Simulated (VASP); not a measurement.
Write the native input for VASP 6.6.1 that does the following.

| Property | Result |
| --- | --- |
| Task | single point |
| Functional | PBE |
| Potentials or basis | VASP PAW PBE potentials, release 64 (Al, Au) |
| Cutoff | 520 eV |
| k mesh | 12 × 12 × 12 |
| Occupations | gaussian, width 0.1 eV |
| Spin | no spin polarisation |
| Dipole correction | no |
| Further INCAR settings | ALGO = Normal; EDIFF = 1e-06; NBANDS = 16 |

The structure of Al2Au lies in POSCAR:

```
Al2Au
1.0
    0.0000000000      3.1282115234      3.1282115234
    3.1282115234      0.0000000000      3.1282115234
    3.1282115234      3.1282115234      0.0000000000
Al Au
2 1
Direct
    0.2500000000      0.2500000000      0.2500000000
    0.7500000000      0.7500000000      0.7500000000
    0.0000000000      0.0000000000      0.0000000000
```

This cell differs from its parent crystal: volume scaled by 1.10.

These files were run (other wordings do the same):

INCAR

```
SYSTEM = Al2Au
PREC = Accurate ; ENCUT = 520
EDIFF = 1E-6 ; ISMEAR = 0
SIGMA = 0.1 ; LREAL = .FALSE.
LASPH = .TRUE. ; NELM = 80
ALGO = Normal ; ISIF = 2
LWAVE = .FALSE. ; LCHARG = .FALSE.
GGA = PE ; NBANDS = 16
```

KPOINTS

```
Automatic mesh
0
G
  12 12 12
  0 0 0
```

Potentials or basis: VASP PAW PBE potentials, release 64 (Al, Au).

Run with:

```sh
$ cat potpaw_PBE.64/Al/POTCAR potpaw_PBE.64/Au/POTCAR > POTCAR
$ mpirun -np 1 vasp_std > vasp.out
```

It gave:

```json
{"Pressure": "-8.0 GPa"}
```

Wall time 48 s on 1 thread of Intel(R) Xeon(R) Platinum 8488C (Sapphire Rapids), on a shared host, peak memory 0.24 GiB.
